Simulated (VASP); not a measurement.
A run of VASP 6.6.1:

File INCAR:

```
SYSTEM = OF3
PREC = Accurate ; ENCUT = 600
EDIFF = 1E-6 ; ISMEAR = 0
SIGMA = 0.1 ; LREAL = .FALSE.
LASPH = .TRUE. ; NELM = 150
ALGO = Normal ; ISIF = 3
LWAVE = .FALSE. ; LCHARG = .FALSE.
ISPIN = 2 ; MAGMOM = 1 1 1 1 1 1 1 1
LORBIT = 11 ; GGA = PE
IVDW = 12 ; IBRION = 2
NSW = 90 ; EDIFFG = -0.04
```

Contents of KPOINTS:

```
regular mesh
0
G
  4 4 4
  0 0 0
```

Contents of POSCAR:

```
OF3
1.0
    4.2499663100      0.0000000000      0.0000000000
    0.0000000000      4.2499663100      0.0000000000
    0.0000000000      0.0000000000      4.2499663100
O F
2 6
Direct
    0.0000000000      0.0000000000      0.0000000000
    0.5000000000      0.5000000000      0.5000000000
    0.2500000000      0.0000000000      0.5000000000
    0.5000000000      0.7500000000      0.0000000000
    0.7500000000      0.0000000000      0.5000000000
    0.5000000000      0.2500000000      0.0000000000
    0.0000000000      0.5000000000      0.7500000000
    0.0000000000      0.5000000000      0.2500000000
```

Potentials or basis: VASP PAW PBE potentials, release 64 (O, F).

Run with:

```console
$ cat potpaw_PBE.64/O/POTCAR potpaw_PBE.64/F/POTCAR > POTCAR
$ mpirun -np 1 vasp_std > vasp.out
```

Hardware: 1 thread of Intel(R) Xeon(R) Platinum 8488C (Sapphire Rapids) (shared host).

How long does it take, and how much memory?

Run time: 2.6 min on 1 thread of Intel(R) Xeon(R) Platinum 8488C (Sapphire Rapids) (shared host), peak memory 0.26 GiB. Counts: scf iterations 52, k points 10, ion steps 4.
